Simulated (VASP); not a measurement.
# WC (CsCl type) (Pm-3m) in VASP: notebook

WC (CsCl type) is run at these levels: PBE; tasks: relaxation of cell and atoms.

Everything below comes from runs of VASP 6.6.1. Logs are shortened: lines on timing, memory, paths and dates and some standing lists are left out, and cuts for length are marked.

## Step 1: The cell of the first run

It takes space group Pm-3m (No. 221, cubic). Conventional cell: a = 2.638 Å, b = 2.638 Å, c = 2.638 Å, α = 90.00°, β = 90.00°, γ = 90.00°. Within 3.0 Å of W (site symmetry m-3m) lie 8 C at 2.28 Å and 6 W at 2.64 Å. Within 3.0 Å of C (site symmetry m-3m) lie 8 W at 2.28 Å and 6 C at 2.64 Å.

## Step 2: Relaxation of cell and atoms, PBE, target pressure 31 GPa, at which the enthalpy is minimised

File INCAR:

```
ALGO = Normal
EDIFF = 1E-7
EDIFFG = -0.005
ENCUT = 600
GGA = PE
IBRION = 2
ISIF = 3
ISMEAR = -1
LASPH = True
LCHARG = False
LREAL = False
LWAVE = False
NELM = 60
NSW = 60
PREC = Accurate
PSTRESS = 310.0
SIGMA = 0.1
```

File KPOINTS:

```
k-points
0
Gamma
  14 14 14
```

File POSCAR:

```
WC
1.0
    2.6378514792      0.0000000000      0.0000000000
    0.0000000000      2.6378514792      0.0000000000
    0.0000000000      0.0000000000      2.6378514792
W C
1 1
Direct
    0.0000000000      0.0000000000      0.0000000000
    0.5000000000      0.5000000000      0.5000000000
```

Potentials or basis: VASP PAW PBE potentials, release 64 (W_sv, C).

Command:

```console
$ cat potpaw_PBE.64/W_sv/POTCAR potpaw_PBE.64/C/POTCAR > POTCAR
$ mpirun -np 1 vasp_std > vasp.out
```

OUTCAR:

```text
EDIFF = 1E-7
   EDIFFG = -0.005
   ENCUT = 600
   GGA = PE
   IBRION = 2
   ISIF = 3
   ISMEAR = -1
   LASPH = True
   LREAL = False
   NELM = 60
   NSW = 60
   PREC = Accurate
   PSTRESS = 310.0

 ion  position               nearest neighbor table
   1  0.000  0.000  0.000-   2 2.28   2 2.28   2 2.28   2 2.28   2 2.28   2 2.28   2 2.28   2 2.28

   2  0.500  0.500  0.500-   1 2.28   1 2.28   1 2.28   1 2.28   1 2.28   1 2.28   1 2.28   1 2.28

  LATTYP: Found a simple cubic cell.
 ALAT       =     2.6378514792

  Lattice vectors:

 A1 = (   2.6378514792,   0.0000000000,   0.0000000000)
 A2 = (   0.0000000000,   2.6378514792,   0.0000000000)
 A3 = (   0.0000000000,   0.0000000000,   2.6378514792)

Analysis of symmetry for initial positions (statically):
=====================================================================
 Subroutine PRICEL returns:
 Original cell was already a primitive cell.

 Routine SETGRP: Setting up the symmetry group for a
 simple cubic supercell.

 Subroutine GETGRP returns: Found 48 space group operations
 (whereof 48 operations were pure point group operations)
 out of a pool of 48 trial point group operations.

The static configuration has the point symmetry O_h .

Analysis of symmetry for dynamics (positions and initial velocities):
=====================================================================
 Subroutine PRICEL returns:
 Original cell was already a primitive cell.

 Routine SETGRP: Setting up the symmetry group for a
 simple cubic supercell.

 Subroutine GETGRP returns: Found 48 space group operations
 (whereof 48 operations were pure point group operations)
 out of a pool of 48 trial point group operations.

The dynamic configuration has the point symmetry O_h .

 Subroutine INISYM returns: Found 48 space group operations
 (whereof 48 operations are pure point group operations),
 and found     1 'primitive' translations

----------------------------------------------------------------------------------------

                                     Primitive cell

  volume of cell :      18.3549

  direct lattice vectors                    reciprocal lattice vectors
     2.637851479  0.000000000  0.000000000     0.379096400  0.000000000  0.000000000
     0.000000000  2.637851479  0.000000000     0.000000000  0.379096400  0.000000000
     0.000000000  0.000000000  2.637851479     0.000000000  0.000000000  0.379096400

  length of vectors
     2.637851479  2.637851479  2.637851479     0.379096400  0.379096400  0.379096400

  position of ions in fractional coordinates (direct lattice)
     0.000000000  0.000000000  0.000000000
     0.500000000  0.500000000  0.500000000

  ion indices of the primitive-cell ions
   primitive index   ion index
                 1           1
                 2           2

----------------------------------------------------------------------------------------

 KPOINTS: k-points

Automatic generation of k-mesh.
 Grid dimensions read from file:
 generate k-points for:   14   14   14

 Generating k-lattice:

  Cartesian coordinates                     Fractional coordinates (reciprocal lattice)
     0.027078314  0.000000000  0.000000000     0.071428571  0.000000000  0.000000000
     0.000000000  0.027078314  0.000000000     0.000000000  0.071428571  0.000000000
     0.000000000  0.000000000  0.027078314     0.000000000  0.000000000  0.071428571

  Length of vectors
     0.027078314  0.027078314  0.027078314

  Shift w.r.t. Gamma in fractional coordinates (k-lattice)
     0.000000000  0.000000000  0.000000000

 Subroutine IBZKPT returns following result:
 ===========================================

 Found    120 irreducible k-points:

 Following reciprocal coordinates:
            Coordinates               Weight
  0.000000  0.000000  0.000000      1.000000
  0.071429  0.000000  0.000000      6.000000
  0.142857  0.000000  0.000000      6.000000
  0.214286  0.000000  0.000000      6.000000
  0.285714  0.000000  0.000000      6.000000
  0.357143  0.000000  0.000000      6.000000
[... 16 lines left out ...]
  0.285714  0.214286  0.000000     24.000000
  0.357143  0.214286  0.000000     24.000000
 [... further k-points ...]
   k-points           NKPTS =    120   k-points in BZ     NKDIM =    120   number of bands    NBANDS=     13
   number of dos      NEDOS =    301   number of ions     NIONS =      2
   total plane-waves  NPLWV =  13824
   dimension x,y,z NGX =    24 NGY =   24 NGZ =   24
   dimension x,y,z NGXF=    48 NGYF=   48 NGZF=   48
   ions per type =               1   1
   NGX,Y,Z   is equivalent  to a cutoff of  15.13, 15.13, 15.13 a.u.
   NGXF,Y,Z  is equivalent  to a cutoff of  30.25, 30.25, 30.25 a.u.
 SYSTEM =  unknown system
   PREC   = accura    normal or accurate (medium, high low for compatibility)
   ISTART =      0    job   : 0-new  1-cont  2-samecut
   ICHARG =      2    charge: 1-file 2-atom 10-const
   ISPIN  =      1    spin polarized calculation?
   LNONCOLLINEAR =      F non collinear calculations
   LSORBIT =      F    spin-orbit coupling
   LASPH  =      T    aspherical Exc in radial PAW
   ENCUT  =  600.0 eV  44.10 Ry    6.64 a.u.   5.27  5.27  5.27*2*pi/ulx,y,z
   NELM   =     60;   NELMIN=  2; NELMDL= -5     # of ELM steps
   EDIFF  = 0.1E-06   stopping-criterion for ELM
   LREAL  =      F    real-space projection
   EDIFFG = -.5E-02   stopping-criterion for IOM
   NSW    =     60    number of steps for IOM
   IBRION =      2    ionic relax: 0-MD 1-quasi-New 2-CG
   NFREE  =      1    steps in history (QN), initial steepest desc. (CG)
   ISIF   =      3    stress and relaxation
   ISYM   =      2    0-nonsym 1-usesym 2-fastsym
   POTIM  = 0.5000    time-step for ionic-motion
   TEBEG  =    0.0;   TEEND  =   0.0 temperature during run
   PSTRESS=  310.0 pullay stress
   NELECT =      18.0000    total number of electrons
   NUPDOWN=      -1.0000    fix difference up-down
   EMIN   =  10.00;   EMAX   =-10.00  energy-range for DOS
   EFERMI =   0.00;   METHOD = LEGACY
   ISMEAR =    -1;   SIGMA  =   0.10  broadening in eV -4-tet -1-fermi 0-gaus
   EFERMI_NEDOS =   21; number of points for ismear=-14 and -15
   IALGO  =     38    algorithm
   IMIX   =      4    mixing-type and parameters
     AMIX     =   0.40;   BMIX     =  1.00
     AMIX_MAG =   1.60;   BMIX_MAG =  1.00
  volume/ion in A,a.u.               =       9.18        61.93
  Fermi-wavevector in a.u.,A,eV,Ry     =   1.626480  3.073601 35.993347  2.645436
  Thomas-Fermi vector in A             =   2.719432
   LORBIT       =      0    0 simple, 1 ext, 2 COOP (PROOUT), +10 PAW based schemes
   GGA     = PE    functional components
   LHFCALC =     F    Hartree Fock is set to
   AEXX    =    0.0000 exact exchange contribution
   IVDW    =     0    specifies the selected vdW correction
   LEPSILON=     F    determine dielectric tensor
   LRPA    =     F    only Hartree local field effects (RPA)
 conjugate gradient relaxation of ions
 non-spin polarized calculation
  energy-cutoff  :      600.00
  volume of cell :       18.35
 maximum number of plane-waves:       624
 NGX is ok and might be reduce to    24
   NGX = 11   NGY = 11   NGZ = 11

--------------------------------------- Ionic step        1  -------------------------------------------

 number of electron      18.0000000 magnetization

 Free energy of the ion-electron system (eV)
  ---------------------------------------------------
  ext. energy  EPLUGINS =         0.00000000
  ---------------------------------------------------
  free energy    TOTEN  =       -20.36793275 eV

  energy without entropy =      -20.34370018  energy(sigma->0) =      -20.35581647

------------------------ aborting loop because EDIFF is reached ----------------------------------------

  FORCE on cell =-STRESS in cart. coord.  units (eV):
  Direction    XX          YY          ZZ          XY          YZ          ZX
  --------------------------------------------------------------------------------------
  -------------------------------------------------------------------------------------
  Total        5.3578757      5.3578757      5.3578757      0.0000000      0.0000000      0.0000000
  in kB      467.6836628    467.6836628    467.6836628      0.0000000      0.0000000      0.0000000
  external PRESSURE =     157.6836628 kB  Pullay stress =     310.0000000 kB
[... 99 lines left out ...]
  enthalpy is  TOTEN    =       -16.8435128500 eV   P V=        3.6652184328

--------------------------------------- Ionic step        4  -------------------------------------------

 number of electron      18.0000003 magnetization

 Free energy of the ion-electron system (eV)
  ---------------------------------------------------
  ext. energy  EPLUGINS =         0.00000000
  ---------------------------------------------------
  free energy    TOTEN  =       -20.50443579 eV

  energy without entropy =      -20.47916828  energy(sigma->0) =      -20.49180204

 E-fermi :  13.4128     XC(G=0): -14.4172

 val. band max:       13.4106453265   @ k =   0.1429   0.0714   0.0714
 cond. band min:      13.4156744414   @ k =   0.0000   0.0000   0.0000
 fundamental gap:      0.0050291149
 Fermi energy:        13.4128422759

 k-point     1 :       0.0000    0.0000    0.0000
  band No.  band energies     occupation
      1     -61.3916      2.00000
      2     -25.1411      2.00000
      3     -25.1411      2.00000
      4     -25.1411      2.00000
      5      -2.5897      2.00000
      6       7.7828      2.00000
      7       7.7828      2.00000
      8      13.4157      0.98584
      9      13.4157      0.98584
     10      13.4157      0.98584
     11      16.5643      0.00000
     12      16.5643      0.00000
     13      16.5643      0.00000
[... 353 lines left out ...]
 k-point    24 :       0.3571    0.2143    0.0000
  band No.  band energies     occupation
      1     -61.2869      2.00000
      2     -26.1011      2.00000
      3     -25.5249      2.00000
      4     -24.9979      2.00000
      5       0.6786      2.00000
      6       5.7282      2.00000
      7       8.8216      2.00000
      8      10.3959      2.00000
      9      10.8257      2.00000
     10      15.0219      0.00000
     11      16.4266      0.00000
     12      18.4312      0.00000
     13      19.3604      0.00000

 [... further k-points ...]
[... 5 lines left out ...]
  --------------------------------------------------------------------------------------
  -------------------------------------------------------------------------------------
  Total        3.6559962      3.6559962      3.6559962      0.0000000     -0.0000000      0.0000000
  in kB      309.5868468    309.5868468    309.5868468      0.0000000     -0.0000000      0.0000000
  external PRESSURE =      -0.4131532 kB  Pullay stress =     310.0000000 kB
[... 17 lines left out ...]
  FREE ENERGIE OF THE ION-ELECTRON SYSTEM (eV)
  ---------------------------------------------------
  free  energy   TOTEN  =       -20.5044357913 eV

  energy  without entropy=      -20.4791682839  energy(sigma->0) =      -20.49180204

  enthalpy is  TOTEN    =       -16.8435605430 eV   P V=        3.6608752483

 reached required accuracy - stopping structural energy minimisation
```

Run time: 70 s. Hardware: 1 thread of Intel Xeon Platinum 8488C (Sapphire Rapids), shared host; peak memory 0.17 GiB.

What came out:

```yaml
Free_energy: -20.5044 eV
Relaxed_volume: 9.46 Å³/atom
Relaxed_cell: a = 2.665 Å, b = 2.665 Å, c = 2.665 Å, α = 90.00°, β = 90.00°, γ = 90.00°
Space_group_after_relaxing_to_0.05_Å: Pm-3m (No. 221)
Energy_change_on_relaxing_the_enthalpy_is_what_falls: -68.3 meV/atom
Ionic_steps: 4
Pressure_after_relaxing: 31.0 GPa
Band_gap_on_the_k_mesh: zero (band 9 reaches 19.86 eV, above the bottom of band 10 at 12.06 eV)
```

Step by step:
| step | energy change (eV) | largest force (eV/Å) | pressure (GPa) | volume (Å³) |
| --- | --- | --- | --- | --- |
| 1 | 0.0000 | 0.0000 | 46.77 | 18.35 |
| 2 | -0.2524 | 0.0000 | -8.48 | 20.86 |
| 3 | -0.1408 | 0.0000 | 30.40 | 18.94 |
| 4 | -0.1365 | 0.0000 | 30.96 | 18.92 |

Final structure:
```xyz
2
Lattice="2.6647 0.0000 0.0000 0.0000 2.6647 0.0000 0.0000 0.0000 2.6647" Properties=species:S:1:pos:R:3 pbc="T T T"
W     0.0000    0.0000    0.0000
C     1.3323    1.3323    1.3323
```

Caveat: the cell is relaxed towards a set pressure, so the enthalpy falls and the energy may rise; spin-orbit coupling is left out, which moves the levels of the heavy elements.

## Step 3: Relaxation of cell and atoms, PBE, target pressure 31 GPa, at which the enthalpy is minimised

This run uses another cell than the first one, of 9.43 Å³/atom, 1.027 times its volume.

File INCAR:

```
  ALGO = Normal
  EDIFF = 1E-6
  EDIFFG = -0.005
  ENCUT = 600
  GGA = PE
  IBRION = 2
  ISIF = 3
  ISMEAR = -1
  LASPH = True
  LCHARG = False
  LREAL = False
  LWAVE = False
  NELM = 100
  NSW = 32
  PREC = Accurate
  PSTRESS = 310.0
  SIGMA = 0.1
```

KPOINTS is that of step 2.

File POSCAR:

```
WC
1.0
    2.6613619940      0.0000000000      0.0000000000
    0.0000000000      2.6613619940      0.0000000000
    0.0000000000      0.0000000000      2.6613619940
W C
1 1
Direct
    0.0000000000      0.0000000000      0.0000000000
    0.5000000000      0.5000000000      0.5000000000
```

Potentials or basis: VASP PAW PBE potentials, release 64 (W_sv, C).

Command:

```console
$ cat potpaw_PBE.64/W_sv/POTCAR potpaw_PBE.64/C/POTCAR > POTCAR
$ mpirun -np 1 vasp_std > vasp.out
```

Run time: 53 s. Hardware: 1 thread of Intel Xeon Platinum 8488C (Sapphire Rapids), shared host; peak memory 0.18 GiB.

Results (log left out):

- Free energy: -20.5046 eV
- Relaxed volume: 9.46 Å³/atom
- Relaxed cell: a = 2.665 Å, b = 2.665 Å, c = 2.665 Å, α = 90.00°, β = 90.00°, γ = 90.00°
- Space group after relaxing (to 0.05 Å): Pm-3m (No. 221)
- Energy change on relaxing (the enthalpy is what falls): -6.8 meV/atom
- Ionic steps: 3
- Pressure after relaxing: 31.0 GPa
- Band gap on the k mesh: zero (band 9 reaches 19.87 eV, above the bottom of band 10 at 12.06 eV)

Step by step:
| step | energy change (eV) | largest force (eV/Å) | pressure (GPa) | volume (Å³) |
| --- | --- | --- | --- | --- |
| 1 | 0.0000 | 0.0000 | 32.81 | 18.85 |
| 2 | -0.0528 | 0.0000 | 25.38 | 19.14 |
| 3 | -0.0137 | 0.0000 | 31.01 | 18.92 |

Final structure:
```yaml
crystal:
  lattice:
    - [2.66459, 0.00000, 0.00000]
    - [0.00000, 2.66459, 0.00000]
    - [0.00000, 0.00000, 2.66459]
  atoms:
    - { symbol: W, position: [0.00000, 0.00000, 0.00000] }
    - { symbol: C, position: [0.50000, 0.50000, 0.50000] }
```

Levels at points of the mesh, in eV from the Fermi level:
| k point | band 6 | band 7 | band 8 | band 9 | band 10 | band 11 | band 12 | band 13 |
| --- | --- | --- | --- | --- | --- | --- | --- | --- |
| (0.00, 0.00, 0.00) | -5.63 | -5.63 | 0.00 | 0.00 | 0.00 | 3.15 | 3.15 | 3.15 |
| (0.50, 0.00, 0.00) | -9.98 | -4.39 | -3.70 | -3.70 | 3.73 | 4.92 | 7.50 | 7.50 |
| (0.50, 0.50, 0.00) | -4.70 | -4.70 | -4.41 | -0.07 | -0.07 | 1.16 | 3.84 | 6.16 |
| (0.50, 0.50, 0.50) | -8.99 | -8.99 | -8.27 | 6.45 | 6.45 | 8.31 | 8.31 | 8.31 |

Caveat: the cell is relaxed towards a set pressure, so the enthalpy falls and the energy may rise; spin-orbit coupling is left out, which moves the levels of the heavy elements.
